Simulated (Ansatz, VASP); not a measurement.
# Cd: VASP beside Ansatz

```
Cd
1.0
     1.57464    0.90912    2.39844
    -1.57464    0.90912    2.39844
     0.00000   -1.81824    2.39844
Cd
1
Direct
  0.00000 0.00000 0.00000
```

Alike in both runs: task single point; functional PBE; dispersion D3(BJ); k mesh 9 × 9 × 9; no spin polarisation.

|  | VASP | Ansatz |
| --- | --- | --- |
| version | VASP 6.6.1 | Ansatz 0.2.0 |
| potentials or method | VASP PAW PBE potentials, release 64 (Cd), cutoff 500 eV | scalar-relativistic, plane waves, PAW |
| occupations | fermi-dirac, width 0.1 eV | fermi-dirac |
| valence electrons in the cell | 12 | 20 |

|  | VASP | Ansatz | Ansatz less VASP |
| --- | --- | --- | --- |
| gap on the k mesh at the Fermi level (eV) | none | none | - |
| pressure (GPa) | 3.0 | 2.6 | -0.39 |
| traceless stress, the component that is largest in VASP (GPa) | -0.12 | -0.21 | -0.093 |

A gap of «none» marks a metal or a gap that the smearing closes. VASP's potentials hold 12 valence electrons a cell and Ansatz's 20, so a difference there can come from the potentials and not from the codes.
